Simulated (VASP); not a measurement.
# PbS (P4/nmm) in VASP: a series of runs

PbS is run at these levels: PBE; tasks: relaxation of shape and atoms at fixed volume.

All numbers are computed with VASP 6.6.1; they aren't measurements. Logs are shortened: lines on timing, memory, paths and dates and some standing lists are left out, and cuts for length are marked.

### Step 1. The cell of the first run

The typed cell holds 4 atoms: a = 4.161 Å, b = 4.161 Å, c = 5.886 Å, α = 90.00°, β = 90.00°, γ = 90.00°.

### Step 2. Relaxation of shape and atoms at fixed volume, PBE (volume scaled by 0.94)

INCAR reads:

```
ALGO = Normal ; EDIFF = 1E-6
EDIFFG = -0.01 ; ENCUT = 600
GGA = PE ; IBRION = 2
ISIF = 4 ; ISMEAR = 0
LASPH = True ; LCHARG = False
LREAL = False ; LWAVE = False
NELM = 60 ; NSW = 50
PREC = Accurate ; SIGMA = 0.02
```

KPOINTS reads:

```
k-points
0
Gamma
  8 8 6
```

POSCAR reads:

```
PbS
1.0
    4.1613450601      0.0000000000      0.0000000000
    0.0000000000      4.1613450601      0.0000000000
    0.0000000000      0.0000000000      5.8863996857
Pb S
2 2
Direct
    0.5000000000      0.0000000000      0.7499564470
    0.0000000000      0.5000000000      0.2500435530
    0.5000000000      0.0000000000      0.2506455148
    0.0000000000      0.5000000000      0.7493544852
```

Potentials or basis: VASP PAW PBE potentials, release 64 (Pb_d, S).

Command:

```bash
> cat potpaw_PBE.64/Pb_d/POTCAR potpaw_PBE.64/S/POTCAR > POTCAR
> mpirun -np 1 vasp_std > vasp.out
```

OUTCAR:

```text
EDIFF = 1E-6
   EDIFFG = -0.01
   ENCUT = 600
   GGA = PE
   IBRION = 2
   ISIF = 4
   ISMEAR = 0
   LASPH = True
   LREAL = False
   NELM = 60
   NSW = 50
   PREC = Accurate

 ion  position               nearest neighbor table
   1  0.500  0.000  0.750-   3 2.94   4 2.94   4 2.94   4 2.94   4 2.94   3 2.95
   2  0.000  0.500  0.250-   4 2.94   3 2.94   3 2.94   3 2.94   3 2.94   4 2.95
   3  0.500  0.000  0.251-   1 2.94   2 2.94   2 2.94   2 2.94   2 2.94   1 2.95
   4  0.000  0.500  0.749-   2 2.94   1 2.94   1 2.94   1 2.94   1 2.94   2 2.95

  LATTYP: Found a simple tetragonal cell.
 ALAT       =     4.1613450601
 C/A-ratio  =     1.4145425579

  Lattice vectors:

 A1 = (   4.1613450601,   0.0000000000,   0.0000000000)
 A2 = (   0.0000000000,   4.1613450601,   0.0000000000)
 A3 = (   0.0000000000,   0.0000000000,   5.8863996857)

Analysis of symmetry for initial positions (statically):
=====================================================================
 Subroutine PRICEL returns:
 Original cell was already a primitive cell.

 Routine SETGRP: Setting up the symmetry group for a
 simple tetragonal supercell.

 Subroutine GETGRP returns: Found 16 space group operations
 (whereof  8 operations were pure point group operations)
 out of a pool of 16 trial point group operations.

The static configuration has the point symmetry D_2d.
 The point group associated with its full space group is D_4h.

Analysis of symmetry for dynamics (positions and initial velocities):
=====================================================================
 Subroutine PRICEL returns:
 Original cell was already a primitive cell.

 Routine SETGRP: Setting up the symmetry group for a
 simple tetragonal supercell.

 Subroutine GETGRP returns: Found 16 space group operations
 (whereof  8 operations were pure point group operations)
 out of a pool of 16 trial point group operations.

The dynamic configuration has the point symmetry D_2d.
 The point group associated with its full space group is D_4h.

 Subroutine INISYM returns: Found 16 space group operations
 (whereof  8 operations are pure point group operations),
 and found     1 'primitive' translations

----------------------------------------------------------------------------------------

                                     Primitive cell

  volume of cell :     101.9336

  direct lattice vectors                    reciprocal lattice vectors
     4.161345060  0.000000000  0.000000000     0.240306917  0.000000000  0.000000000
     0.000000000  4.161345060  0.000000000     0.000000000  0.240306917  0.000000000
     0.000000000  0.000000000  5.886399686     0.000000000  0.000000000  0.169883129

  length of vectors
     4.161345060  4.161345060  5.886399686     0.240306917  0.240306917  0.169883129

  position of ions in fractional coordinates (direct lattice)
     0.500000000  0.000000000  0.749956447
     0.000000000  0.500000000  0.250043553
     0.500000000  0.000000000  0.250645515
     0.000000000  0.500000000  0.749354485

  ion indices of the primitive-cell ions
   primitive index   ion index
                 1           1
                 2           2
                 3           3
                 4           4

----------------------------------------------------------------------------------------

 KPOINTS: k-points

Automatic generation of k-mesh.
 Grid dimensions read from file:
 generate k-points for:    8    8    6

 Generating k-lattice:

  Cartesian coordinates                     Fractional coordinates (reciprocal lattice)
     0.030038365  0.000000000  0.000000000     0.125000000  0.000000000  0.000000000
     0.000000000  0.030038365  0.000000000     0.000000000  0.125000000  0.000000000
     0.000000000  0.000000000  0.028313855     0.000000000  0.000000000  0.166666667

  Length of vectors
     0.030038365  0.030038365  0.028313855

  Shift w.r.t. Gamma in fractional coordinates (k-lattice)
     0.000000000  0.000000000  0.000000000

 Subroutine IBZKPT returns following result:
 ===========================================

 Found     60 irreducible k-points:

 Following reciprocal coordinates:
            Coordinates               Weight
  0.000000  0.000000  0.000000      1.000000
  0.125000  0.000000  0.000000      4.000000
  0.250000  0.000000  0.000000      4.000000
  0.375000  0.000000  0.000000      4.000000
  0.500000  0.000000  0.000000      2.000000
  0.125000  0.125000  0.000000      4.000000
[... 16 lines left out ...]
  0.375000  0.125000  0.166667     16.000000
  0.500000  0.125000  0.166667      8.000000
 [... further k-points ...]
   k-points           NKPTS =     60   k-points in BZ     NKDIM =     60   number of bands    NBANDS=     24
   number of dos      NEDOS =    301   number of ions     NIONS =      4
   total plane-waves  NPLWV =  62208
   dimension x,y,z NGX =    36 NGY =   36 NGZ =   48
   dimension x,y,z NGXF=    72 NGYF=   72 NGZF=   96
   ions per type =               2   2
   NGX,Y,Z   is equivalent  to a cutoff of  14.38, 14.38, 13.56 a.u.
   NGXF,Y,Z  is equivalent  to a cutoff of  28.76, 28.76, 27.11 a.u.
 SYSTEM =  unknown system
   PREC   = accura    normal or accurate (medium, high low for compatibility)
   ISTART =      0    job   : 0-new  1-cont  2-samecut
   ICHARG =      2    charge: 1-file 2-atom 10-const
   ISPIN  =      1    spin polarized calculation?
   LNONCOLLINEAR =      F non collinear calculations
   LSORBIT =      F    spin-orbit coupling
   LASPH  =      T    aspherical Exc in radial PAW
   ENCUT  =  600.0 eV  44.10 Ry    6.64 a.u.   8.31  8.31 11.76*2*pi/ulx,y,z
   NELM   =     60;   NELMIN=  2; NELMDL= -5     # of ELM steps
   EDIFF  = 0.1E-05   stopping-criterion for ELM
   LREAL  =      F    real-space projection
   EDIFFG = -.1E-01   stopping-criterion for IOM
   NSW    =     50    number of steps for IOM
   IBRION =      2    ionic relax: 0-MD 1-quasi-New 2-CG
   NFREE  =      1    steps in history (QN), initial steepest desc. (CG)
   ISIF   =      4    stress and relaxation
   ISYM   =      2    0-nonsym 1-usesym 2-fastsym
   POTIM  = 0.5000    time-step for ionic-motion
   TEBEG  =    0.0;   TEEND  =   0.0 temperature during run
   PSTRESS=    0.0 pullay stress
   NELECT =      40.0000    total number of electrons
   NUPDOWN=      -1.0000    fix difference up-down
   EMIN   =  10.00;   EMAX   =-10.00  energy-range for DOS
   EFERMI =   0.00;   METHOD = LEGACY
   ISMEAR =     0;   SIGMA  =   0.02  broadening in eV -4-tet -1-fermi 0-gaus
   EFERMI_NEDOS =   21; number of points for ismear=-14 and -15
   IALGO  =     38    algorithm
   IMIX   =      4    mixing-type and parameters
     AMIX     =   0.40;   BMIX     =  1.00
     AMIX_MAG =   1.60;   BMIX_MAG =  1.00
  volume/ion in A,a.u.               =      25.48       171.97
  Fermi-wavevector in a.u.,A,eV,Ry     =   1.198549  2.264929 19.545034  1.436519
  Thomas-Fermi vector in A             =   2.334435
   LORBIT       =      0    0 simple, 1 ext, 2 COOP (PROOUT), +10 PAW based schemes
   GGA     = PE    functional components
   LHFCALC =     F    Hartree Fock is set to
   AEXX    =    0.0000 exact exchange contribution
   IVDW    =     0    specifies the selected vdW correction
   LEPSILON=     F    determine dielectric tensor
   LRPA    =     F    only Hartree local field effects (RPA)
 conjugate gradient relaxation of ions
 non-spin polarized calculation
 Gauss-broadening in eV      SIGMA  =   0.02
  energy-cutoff  :      600.00
  volume of cell :      101.93
 maximum number of plane-waves:      3448
 NGX is ok and might be reduce to    36
   NGX = 17   NGY = 17   NGZ = 23

 number of electron      40.0000001 magnetization

 Free energy of the ion-electron system (eV)
  ---------------------------------------------------
  ext. energy  EPLUGINS =         0.00000000
  ---------------------------------------------------
  free energy    TOTEN  =       -17.46654123 eV

  energy without entropy =      -17.46654123  energy(sigma->0) =      -17.46654123

 E-fermi :   6.2835     XC(G=0):  -9.7925

 val. band max:        6.1630975275   @ k =   0.5000   0.0000   0.5000
 cond. band min:       6.4387249133   @ k =   0.5000   0.0000   0.5000
 fundamental gap:      0.2756273858
 Fermi energy:         6.2835249466

 k-point     1 :       0.0000    0.0000    0.0000
  band No.  band energies     occupation
      1     -10.8895      2.00000
      2     -10.7580      2.00000
      3     -10.7301      2.00000
      4     -10.7301      2.00000
      5     -10.7299      2.00000
      6     -10.7143      2.00000
[... 16 lines left out ...]
     23      11.4191      0.00000
     24      11.4201      0.00000

 k-point     2 :       0.1250    0.0000    0.0000
  band No.  band energies     occupation
      1     -10.8768      2.00000
      2     -10.7514      2.00000
      3     -10.7301      2.00000
      4     -10.7273      2.00000
      5     -10.7265      2.00000
      6     -10.7177      2.00000
[... 16 lines left out ...]
     23      10.6812      0.00000
     24      11.0528      0.00000

 k-point     3 :       0.2500    0.0000    0.0000
  band No.  band energies     occupation
      1     -10.8442      2.00000
      2     -10.7337      2.00000
      3     -10.7294      2.00000
      4     -10.7292      2.00000
      5     -10.7262      2.00000
      6     -10.7194      2.00000
[... 16 lines left out ...]
     23       9.4676      0.00000
     24      10.2964      0.00000
[... 514 lines left out ...]
 k-point    23 :       0.3750    0.1250    0.1667
  band No.  band energies     occupation
      1     -10.8037      2.00000
      2     -10.7658      2.00000
      3     -10.7313      2.00000
      4     -10.7290      2.00000
      5     -10.7260      2.00000
      6     -10.7106      2.00000
[... 16 lines left out ...]
     23       9.4257      0.00000
     24       9.8603      0.00000

 k-point    24 :       0.5000    0.1250    0.1667
  band No.  band energies     occupation
      1     -10.7839      2.00000
      2     -10.7839      2.00000
      3     -10.7312      2.00000
      4     -10.7312      2.00000
      5     -10.7225      2.00000
      6     -10.7225      2.00000
[... 16 lines left out ...]
     23       9.2765      0.00000
     24       9.2765      0.00000

 [... further k-points ...]
[... 5 lines left out ...]
  --------------------------------------------------------------------------------------
  -------------------------------------------------------------------------------------
  Total        2.3794881      2.3794881      2.3802986      0.0000000      0.0000000     -0.0000000
  in kB       37.4004570     37.4004570     37.4131962      0.0000000      0.0000000     -0.0000000
  external PRESSURE =      37.4047034 kB  Pullay stress =       0.0000000 kB

 VOLUME and BASIS-vectors are now :
 -----------------------------------------------------------------------------
  energy-cutoff  :      600.00
  volume of cell :      101.93
      direct lattice vectors                 reciprocal lattice vectors
     4.161345060  0.000000000  0.000000000     0.240306917  0.000000000  0.000000000
     0.000000000  4.161345060  0.000000000     0.000000000  0.240306917  0.000000000
     0.000000000  0.000000000  5.886399686     0.000000000  0.000000000  0.169883129

 POSITION                                       TOTAL-FORCE (eV/Angst)
 -----------------------------------------------------------------------------------
      2.08067      0.00000      4.41454         0.000000      0.000000      0.001847
      0.00000      2.08067      1.47186        -0.000000      0.000000     -0.001847
      2.08067      0.00000      1.47540         0.000000     -0.000000     -0.005729
      0.00000      2.08067      4.41100         0.000000      0.000000      0.005729
 -----------------------------------------------------------------------------------
    total drift:                                0.000000      0.000000      0.000000

  FREE ENERGIE OF THE ION-ELECTRON SYSTEM (eV)
  ---------------------------------------------------
  free  energy   TOTEN  =       -17.4665412341 eV

  energy  without entropy=      -17.4665412341  energy(sigma->0) =      -17.46654123

 reached required accuracy - stopping structural energy minimisation
```

Run time: 1.7 min. Hardware: 1 thread of AMD EPYC 7R13 (Zen 3), shared host; peak memory 0.3 GiB.

Results:

* Free energy: -17.4665 eV
* Pressure after relaxing: 3.7 GPa
* Largest force after relaxing: 0.006 eV/Å
* Band gap on the k mesh: 0.28 eV

Forces in eV/Å, atoms in the order of the input:
```
Pb   0.000  0.000  0.002
Pb   0.000  0.000 -0.002
S    0.000  0.000 -0.006
S    0.000  0.000  0.006
```

Final structure:
```
Pb S
1.0
     4.16135    0.00000    0.00000
     0.00000    4.16135    0.00000
     0.00000    0.00000    5.88640
Pb S
2 2
Direct
  0.50000 0.00000 0.74996
  0.00000 0.50000 0.25004
  0.50000 0.00000 0.25065
  0.00000 0.50000 0.74935
```

Caveat: the cell differs from its parent crystal (volume scaled by 0.94); the relaxation stopped at its first step, so nothing moved; spin-orbit coupling is left out, which moves the levels of the heavy elements.

### Step 3. Relaxation of shape and atoms at fixed volume, PBE (volume scaled by 0.97)

INCAR reads:

```
SYSTEM = PbS
PREC     = Accurate       ! precision mode
ENCUT    = 600            ! plane-wave cutoff, eV
EDIFF    = 1E-6           ! SCF threshold, eV
ISMEAR   = 0              ! smearing method
SIGMA    = 0.02           ! smearing width, eV
LREAL    = .FALSE.        ! projectors in reciprocal space
LASPH    = .TRUE.         ! aspherical terms in the spheres
NELM     = 100            ! most SCF steps
ALGO     = Normal         ! electronic algorithm
ISIF     = 4              ! what is computed and relaxed
LWAVE    = .FALSE.        ! write WAVECAR
LCHARG   = .FALSE.        ! write CHGCAR
GGA      = PE             ! functional
IBRION   = 2              ! ionic algorithm
NSW      = 50             ! ionic steps
EDIFFG   = -0.01          ! ionic threshold
```

KPOINTS reads:

```
regular mesh
0
G
  8 8 6
  0 0 0
```

POSCAR reads:

```
PbS
1.0
    4.2051408494      0.0000000000      0.0000000000
    0.0000000000      4.2051408494      0.0000000000
    0.0000000000      0.0000000000      5.9483976372
Pb S
2 2
Direct
    0.5000000000      0.0000000000      0.7488913845
    0.0000000000      0.5000000000      0.2511086155
    0.5000000000      0.0000000000      0.2514106328
    0.0000000000      0.5000000000      0.7485893672
```

Potentials or basis: VASP PAW PBE potentials, release 64 (Pb_d, S).

Command:

```bash
> cat potpaw_PBE.64/Pb_d/POTCAR potpaw_PBE.64/S/POTCAR > POTCAR
> mpirun -np 1 vasp_std > vasp.out
```

It took 4.3 min on 1 thread of AMD EPYC 7R13 (Zen 3), shared host; peak memory 0.31 GiB.

The run converged. Its results:

```yaml
Free_energy: -17.5218 eV
Energy_gained_by_relaxing: 0.0 meV/atom
Ionic_steps: 3
Pressure_after_relaxing: 1.7 GPa
Largest_force_after_relaxing: 0.008 eV/Å
Band_gap_on_the_k_mesh: 0.40 eV
```

Forces on the atoms (eV/Å):
```
Pb   0.000  0.000  0.006
Pb   0.000  0.000 -0.006
S    0.000  0.000 -0.008
S    0.000  0.000  0.008
```

Step by step:
```tsv
step	energy change (eV)	largest force (eV/Å)	pressure (GPa)	volume (Å³)
1	0.0000	0.0150	1.72	105.19
2	0.0000	0.0107	1.73	105.19
3	-0.0001	0.0078	1.73	105.19
```

Final structure:
```
CELL_PARAMETERS angstrom
4.20475 0.00000 0.00000
0.00000 4.20475 0.00000
0.00000 0.00000 5.94949
ATOMIC_POSITIONS crystal
Pb 0.50000 0.00000 0.74938
Pb 0.00000 0.50000 0.25062
S 0.50000 0.00000 0.25108
S 0.00000 0.50000 0.74892
```

Levels at points of the mesh, in eV from the valence-band top:
| k point | band 16 | band 17 | band 18 | band 19 | band 20 | band 21 | band 22 | band 23 | band 24 |
| --- | --- | --- | --- | --- | --- | --- | --- | --- | --- |
| (0.00, 0.00, 0.00) | -3.38 | -3.38 | -2.13 | -2.13 | -2.12 | 3.91 | 5.19 | 5.20 | 5.20 |
| (0.50, 0.00, 0.00) | -3.64 | -1.86 | -1.86 | -0.78 | -0.78 | 1.45 | 1.45 | 2.46 | 2.46 |
| (0.50, 0.50, 0.00) | -5.12 | -3.38 | -3.38 | -3.38 | -3.38 | 3.91 | 3.91 | 5.56 | 5.56 |
| (0.00, 0.00, 0.50) | -2.79 | -2.77 | -2.77 | -1.72 | -1.67 | 2.40 | 2.48 | 4.77 | 4.80 |
| (0.50, 0.00, 0.50) | -1.74 | -1.74 | -1.74 | 0.00 | 0.00 | 0.40 | 0.40 | 1.99 | 1.99 |
| (0.50, 0.50, 0.50) | -4.37 | -4.34 | -4.34 | -1.00 | -1.00 | 2.20 | 2.20 | 4.66 | 4.67 |

Caveat: the cell differs from its parent crystal (volume scaled by 0.97); spin-orbit coupling is left out, which moves the levels of the heavy elements. A k mesh can miss the band edges.
